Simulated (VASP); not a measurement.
## BeS: single point with r2SCAN

BeS:

```
CELL_PARAMETERS angstrom
0.00000 2.48199 2.48199
2.48199 0.00000 2.48199
2.48199 2.48199 0.00000
ATOMIC_POSITIONS crystal
Be 0.00000 0.00000 0.00000
S 0.25000 0.25000 0.25000
```

This cell differs from its parent crystal: volume scaled by 1.06.

```yaml
Program: VASP 6.6.1
Task: single point
Functional: r2SCAN
Potentials_or_basis: VASP PAW PBE potentials, release 64 (Be, S)
Cutoff: 520 eV
k_mesh: 8 × 8 × 8
Occupations: gaussian, width 0.02 eV
Spin: no spin polarisation
```

```yaml
Pressure: -4.9 GPa
Band_gap_on_the_k_mesh: 3.72 eV, indirect (least direct gap 6.07 eV)
```

Levels at points of the mesh, in eV from the valence-band top:
```tsv
k point	band 1	band 2	band 3	band 4	band 5	band 6	band 7	band 8	band 9
(0.00, 0.00, 0.00)	-13.83	0.00	0.00	0.00	6.07	6.29	6.29	6.29	13.29
(0.50, 0.00, 0.00)	-12.34	-5.51	-0.96	-0.96	5.84	7.16	7.16	11.69	15.40
(0.50, 0.50, 0.00)	-11.84	-4.83	-2.47	-2.47	3.72	5.43	13.30	13.30	15.82
```

Run time: 76 s on 1 thread of Intel(R) Xeon(R) Platinum 8259CL CPU @ 2.50GHz (Skylake/Cascade Lake) (shared host), peak memory 0.16 GiB.

Caveat: the PAW data sets were made with another functional, which shifts forces and pressure a little. A k mesh can miss the band edges.
